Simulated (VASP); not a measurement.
# Zn (P-3m1) in VASP: single point with PBEsol

Aim: the single point of Zn with PBEsol.

Program: VASP 6.6.1. These are calculated values, not measurements. Logs are shortened: lines on timing, memory, paths and dates and some standing lists are left out, and cuts for length are marked.

### 1 The cell of the first run

The structure is trigonal, space group P-3m1 (No. 164). The conventional cell has a = 3.053 Å, b = 3.053 Å, c = 7.452 Å, α = 90.00°, β = 90.00°, γ = 120.00°. Within 4.0 Å of Zn (site symmetry 3m) lie 9 Zn at 3.05 to 3.07 Å.

### 2 Single point, PBEsol

Input file INCAR:

```
SYSTEM = Zn
  ALGO = Normal
  EDIFF = 1E-6
  ENCUT = 500
  GGA = PS
  GGA_COMPAT = .FALSE.
  ISIF = 2
  ISMEAR = -1
  LASPH = .TRUE.
  LCHARG = .FALSE.
  LREAL = .FALSE.
  LWAVE = .FALSE.
  NBANDS = 19
  NELM = 120
  PREC = Accurate
  SIGMA = 0.1
```

Input file KPOINTS:

```
k-points
0
G
  6 6 3
  0 0 0
```

Input file POSCAR:

```
Zn
1.0
    3.0525990000      0.0000000000      0.0000000000
   -1.5263000000      2.6436280000      0.0000000000
    0.0000000000      0.0000000000      7.4520430000
Zn
2
Direct
    0.3333333333      0.6666666667      0.6684160000
    0.6666666667      0.3333333333      0.3315840000
```

Potentials or basis: VASP PAW PBE potentials, release 64 (Zn).

On the command line:

```
$ cat potpaw_PBE.64/Zn/POTCAR > POTCAR
$ mpirun -np 1 vasp_std > vasp.out
```

OUTCAR:

```text
SYSTEM = Zn
   EDIFF = 1E-6
   ENCUT = 500
   GGA = PS
   ISIF = 2
   ISMEAR = -1
   LASPH = .TRUE.
   LREAL = .FALSE.
   NELM = 120
   PREC = Accurate

 ion  position               nearest neighbor table
   1  0.333  0.667  0.668-
   2  0.667  0.333  0.332-

  LATTYP: Found a hexagonal cell.
 ALAT       =     3.0525990000
 C/A-ratio  =     2.4412125536

  Lattice vectors:

 A1 = (   3.0525990000,   0.0000000000,   0.0000000000)
 A2 = (  -1.5263000000,   2.6436280000,   0.0000000000)
 A3 = (   0.0000000000,   0.0000000000,   7.4520430000)

Analysis of symmetry for initial positions (statically):
=====================================================================
 Subroutine PRICEL returns:
 Original cell was already a primitive cell.

 Routine SETGRP: Setting up the symmetry group for a
 hexagonal supercell.

 Subroutine GETGRP returns: Found 12 space group operations
 (whereof 12 operations were pure point group operations)
 out of a pool of 24 trial point group operations.

The static configuration has the point symmetry D_3d.

Analysis of symmetry for dynamics (positions and initial velocities):
=====================================================================
 Subroutine PRICEL returns:
 Original cell was already a primitive cell.

 Routine SETGRP: Setting up the symmetry group for a
 hexagonal supercell.

 Subroutine GETGRP returns: Found 12 space group operations
 (whereof 12 operations were pure point group operations)
 out of a pool of 24 trial point group operations.

The dynamic configuration has the point symmetry D_3d.

 Subroutine INISYM returns: Found 12 space group operations
 (whereof 12 operations are pure point group operations),
 and found     1 'primitive' translations

----------------------------------------------------------------------------------------

                                     Primitive cell

  volume of cell :      60.1375

  direct lattice vectors                    reciprocal lattice vectors
     3.052599000  0.000000000  0.000000000     0.327589703  0.189134085  0.000000000
    -1.526300000  2.643628000  0.000000000     0.000000000  0.378268047  0.000000000
     0.000000000  0.000000000  7.452043000     0.000000000  0.000000000  0.134191389

  length of vectors
     3.052599000  3.052599006  7.452043000     0.378268048  0.378268047  0.134191389

  position of ions in fractional coordinates (direct lattice)
     0.333333333  0.666666667  0.668416000
     0.666666667  0.333333333  0.331584000

  ion indices of the primitive-cell ions
   primitive index   ion index
                 1           1
                 2           2

----------------------------------------------------------------------------------------

 KPOINTS: k-points

Automatic generation of k-mesh.
 Grid dimensions read from file:
 generate k-points for:    6    6    3

 Generating k-lattice:

  Cartesian coordinates                     Fractional coordinates (reciprocal lattice)
     0.054598284  0.031522348  0.000000000     0.166666667 -0.000000000  0.000000000
     0.000000000  0.063044674  0.000000000     0.000000000  0.166666667  0.000000000
     0.000000000  0.000000000  0.044730463     0.000000000  0.000000000  0.333333333

  Length of vectors
     0.063044675  0.063044674  0.044730463

  Shift w.r.t. Gamma in fractional coordinates (k-lattice)
     0.000000000  0.000000000  0.000000000

 Subroutine IBZKPT returns following result:
 ===========================================

 Found     17 irreducible k-points:

 Following reciprocal coordinates:
            Coordinates               Weight
  0.000000  0.000000  0.000000      1.000000
  0.166667  0.000000  0.000000      6.000000
  0.333333  0.000000  0.000000      6.000000
  0.500000  0.000000  0.000000      3.000000
  0.166667  0.166667  0.000000      6.000000
  0.333333  0.166667  0.000000     12.000000
[... 9 lines left out ...]
 -0.166667  0.500000  0.333333     12.000000
  0.333333  0.333333  0.333333      4.000000
   k-points           NKPTS =     17   k-points in BZ     NKDIM =     17   number of bands    NBANDS=     19
   number of dos      NEDOS =    301   number of ions     NIONS =      2
   total plane-waves  NPLWV =  31104
   dimension x,y,z NGX =    24 NGY =   24 NGZ =   54
   dimension x,y,z NGXF=    48 NGYF=   48 NGZF=  108
   ions per type =               2
   NGX,Y,Z   is equivalent  to a cutoff of  13.07, 13.07, 12.05 a.u.
   NGXF,Y,Z  is equivalent  to a cutoff of  26.14, 26.14, 24.09 a.u.
 SYSTEM =  Zn
   PREC   = accura    normal or accurate (medium, high low for compatibility)
   ISTART =      0    job   : 0-new  1-cont  2-samecut
   ICHARG =      2    charge: 1-file 2-atom 10-const
   ISPIN  =      1    spin polarized calculation?
   LNONCOLLINEAR =      F non collinear calculations
   LSORBIT =      F    spin-orbit coupling
   LASPH  =      T    aspherical Exc in radial PAW
   ENCUT  =  500.0 eV  36.75 Ry    6.06 a.u.   5.57  5.57 13.59*2*pi/ulx,y,z
   NELM   =    120;   NELMIN=  2; NELMDL= -5     # of ELM steps
   EDIFF  = 0.1E-05   stopping-criterion for ELM
   LREAL  =      F    real-space projection
[... 7 lines left out ...]
   TEBEG  =    0.0;   TEEND  =   0.0 temperature during run
   PSTRESS=    0.0 pullay stress
   NELECT =      24.0000    total number of electrons
   NUPDOWN=      -1.0000    fix difference up-down
   EMIN   =  10.00;   EMAX   =-10.00  energy-range for DOS
   EFERMI =   0.00;   METHOD = LEGACY
   ISMEAR =    -1;   SIGMA  =   0.10  broadening in eV -4-tet -1-fermi 0-gaus
   EFERMI_NEDOS =   21; number of points for ismear=-14 and -15
   IALGO  =     38    algorithm
   IMIX   =      4    mixing-type and parameters
     AMIX     =   0.40;   BMIX     =  1.00
     AMIX_MAG =   1.60;   BMIX_MAG =  1.00
  volume/ion in A,a.u.               =      30.07       202.91
  Fermi-wavevector in a.u.,A,eV,Ry     =   1.205304  2.277695 19.765984  1.452759
  Thomas-Fermi vector in A             =   2.341005
   LORBIT       =      0    0 simple, 1 ext, 2 COOP (PROOUT), +10 PAW based schemes
   GGA     = PS    functional components
   LHFCALC =     F    Hartree Fock is set to
   AEXX    =    0.0000 exact exchange contribution
   IVDW    =     0    specifies the selected vdW correction
   LEPSILON=     F    determine dielectric tensor
   LRPA    =     F    only Hartree local field effects (RPA)
 non-spin polarized calculation
  energy-cutoff  :      500.00
  volume of cell :       60.14
 maximum number of plane-waves:      1563
 NGX is ok and might be reduce to    24
   NGX = 11   NGY = 11   NGZ = 27

 number of electron      24.0000019 magnetization

 Free energy of the ion-electron system (eV)
  ---------------------------------------------------
  ext. energy  EPLUGINS =         0.00000000
  ---------------------------------------------------
  free energy    TOTEN  =        -1.73874279 eV

  energy without entropy =       -1.70155396  energy(sigma->0) =       -1.72014838

 E-fermi :  -0.5958     XC(G=0):  -8.1292

 val. band max:       -0.6078143210   @ k =   0.3333   0.3333   0.3333
 cond. band min:      -0.0368353457   @ k =   0.1667   0.0000   0.3333
 fundamental gap:      0.5709789753
 Fermi energy:        -0.5958447217

 k-point     1 :       0.0000    0.0000    0.0000
  band No.  band energies     occupation
      1      -8.0650      2.00000
      2      -7.8166      2.00000
      3      -7.4685      2.00000
      4      -7.4539      2.00000
      5      -7.4539      2.00000
      6      -7.4410      2.00000
[... 11 lines left out ...]
     18      13.5071      0.00000
     19      13.5071      0.00000

 k-point     2 :       0.1667    0.0000    0.0000
  band No.  band energies     occupation
      1      -7.7016      2.00000
      2      -7.6521      2.00000
      3      -7.5059      2.00000
      4      -7.4905      2.00000
      5      -7.4243      2.00000
      6      -7.3845      2.00000
[... 11 lines left out ...]
     18      10.1713      0.00000
     19      12.5707      0.00000

 k-point     3 :       0.3333    0.0000    0.0000
  band No.  band energies     occupation
      1      -7.7163      2.00000
      2      -7.6589      2.00000
      3      -7.6203      2.00000
      4      -7.4983      2.00000
      5      -7.3853      2.00000
      6      -7.3141      2.00000
[... 11 lines left out ...]
     18       8.2419      0.00000
     19       9.3570      0.00000

 k-point     4 :       0.5000    0.0000    0.0000
  band No.  band energies     occupation
      1      -7.7663      2.00000
      2      -7.7159      2.00000
      3      -7.6889      2.00000
      4      -7.5264      2.00000
      5      -7.4043      2.00000
      6      -7.2587      2.00000
[... 11 lines left out ...]
     18       9.9405      0.00000
     19      10.0442      0.00000

 k-point     5 :       0.1667    0.1667    0.0000
  band No.  band energies     occupation
      1      -7.6058      2.00000
      2      -7.5777      2.00000
      3      -7.5556      2.00000
      4      -7.4710      2.00000
      5      -7.4215      2.00000
      6      -7.4121      2.00000
[... 11 lines left out ...]
     18       7.7673      0.00000
     19       8.2578      0.00000
[... 180 lines left out ...]
      2      -7.5781      2.00000
      3      -7.5548      2.00000
      4      -7.4711      2.00000
      5      -7.4232      2.00000
      6      -7.4123      2.00000
[... 11 lines left out ...]
     18       7.9457      0.00000
     19      10.6283      0.00000

 k-point    15 :       0.3333    0.1667    0.3333
  band No.  band energies     occupation
      1      -7.6553      2.00000
      2      -7.6486      2.00000
      3      -7.6112      2.00000
      4      -7.4899      2.00000
      5      -7.4331      2.00000
      6      -7.3195      2.00000
[... 11 lines left out ...]
     18       6.6961      0.00000
     19       7.8299      0.00000

 k-point    16 :      -0.1667    0.5000    0.3333
  band No.  band energies     occupation
      1      -7.6556      2.00000
      2      -7.6485      2.00000
      3      -7.6103      2.00000
      4      -7.4897      2.00000
      5      -7.4336      2.00000
      6      -7.3187      2.00000
[... 11 lines left out ...]
     18       6.7486      0.00000
     19       8.2898      0.00000

 k-point    17 :       0.3333    0.3333    0.3333
  band No.  band energies     occupation
      1      -7.6111      2.00000
      2      -7.5702      2.00000
      3      -7.5702      2.00000
      4      -7.3986      2.00000
      5      -7.3854      2.00000
      6      -7.3854      2.00000
[... 11 lines left out ...]
     18       6.2312      0.00000
     19       8.2154      0.00000

------------------------ aborting loop because EDIFF is reached ----------------------------------------

  FORCE on cell =-STRESS in cart. coord.  units (eV):
  Direction    XX          YY          ZZ          XY          YZ          ZX
  --------------------------------------------------------------------------------------
  -------------------------------------------------------------------------------------
  Total       -3.5380398     -3.5380391     -0.5046765      0.0000007      0.0000000      0.0000000
  in kB      -94.2600892    -94.2600691    -13.4455380      0.0000178      0.0000000      0.0000000
  external PRESSURE =     -67.3218988 kB  Pullay stress =       0.0000000 kB

 VOLUME and BASIS-vectors are now :
 -----------------------------------------------------------------------------
  energy-cutoff  :      500.00
  volume of cell :       60.14
      direct lattice vectors                 reciprocal lattice vectors
     3.052599000  0.000000000  0.000000000     0.327589703  0.189134085  0.000000000
    -1.526300000  2.643628000  0.000000000     0.000000000  0.378268047  0.000000000
     0.000000000  0.000000000  7.452043000     0.000000000  0.000000000  0.134191389

 POSITION                                       TOTAL-FORCE (eV/Angst)
 -----------------------------------------------------------------------------------
     -0.00000      1.76242      4.98106        -0.000000     -0.000000     -0.011181
      1.52630      0.88121      2.47098         0.000000      0.000000      0.011181
 -----------------------------------------------------------------------------------
    total drift:                               -0.000000      0.000000      0.000000

  FREE ENERGIE OF THE ION-ELECTRON SYSTEM (eV)
  ---------------------------------------------------
  free  energy   TOTEN  =        -1.7387427932 eV

  energy  without entropy=       -1.7015539626  energy(sigma->0) =       -1.72014838
```

It took 20 s on 1 thread of Intel Xeon Platinum 8375C at 2.90GHz (Ice Lake), shared host; peak memory 0.17 GiB.

Results:

| Quantity | Value |
| --- | --- |
| Free energy | -1.7387 eV |
| Pressure | -6.7 GPa |
| Largest force | 0.011 eV/Å |
| Band gap on the k mesh | zero (bands 12 and 13 overlap by 0.89 eV) |

Forces in eV/Å, atoms in the order of the input:
```
Zn   0.000  0.000 -0.011
Zn   0.000  0.000  0.011
```

Stress tensor (GPa, compression positive):
```
-9.43  0.00  0.00
 0.00 -9.43  0.00
 0.00  0.00 -1.34
```

Caveat: the k points lie up to 0.40 Å⁻¹ apart, too coarse for converged energies and pressures of a metal; the PAW data sets were made with another functional, which shifts forces and pressure a little.
